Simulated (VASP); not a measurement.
Mg: single point with PBE

Mg:

```
Mg
1.0
     2.95253    0.00000    0.00000
    -1.47626    2.55697    0.00000
     0.00000    0.00000    5.00192
Mg
2
Direct
  0.33333 0.66667 0.25000
  0.66667 0.33333 0.75000
```

This cell differs from its parent crystal: strain -0.080 along x and y, -0.040 along z.

```json
{"Program": "VASP 6.6.1", "Task": "single point", "Functional": "PBE", "Potentials or basis": "VASP PAW PBE potentials, release 64 (Mg)", "Cutoff": "520 eV", "k mesh": "18 × 18 × 10", "Occupations": "gaussian, width 0.15 eV", "Spin": "no spin polarisation"}
```

| Quantity | Value |
| --- | --- |
| Pressure | 10.4 GPa |
| Band gap on the k mesh | zero (bands 2 and 3 overlap by 2.51 eV) |

Stress tensor (GPa, compression positive):
```
11.89  0.00  0.00
 0.00 11.89  0.00
 0.00  0.00  7.50
```

Levels at points of the mesh, in eV from the Fermi level:
```
           k point  band 1  band 2  band 3  band 4  band 5  band 6  band 7
(0.00, 0.00, 0.00)   -7.80   -2.24   -1.63   12.59   12.64   12.64   13.27
(0.50, 0.00, 0.00)   -2.35   -2.12    2.93    3.01    3.60    4.06    8.49
(0.00, 0.00, 0.50)   -6.30   -6.30    4.97    4.97   13.36   13.36   13.36
(0.50, 0.00, 0.50)   -1.24   -1.24   -0.29   -0.29    8.62    8.62    9.67
```

Run time: 16 s on 1 thread of Intel(R) Xeon(R) 6975P-C (Granite Rapids), on a shared host, peak memory 0.21 GiB.

Caveat: the cell differs from its parent crystal (strain -0.080 along x and y, -0.040 along z); the cell stands under pressure.
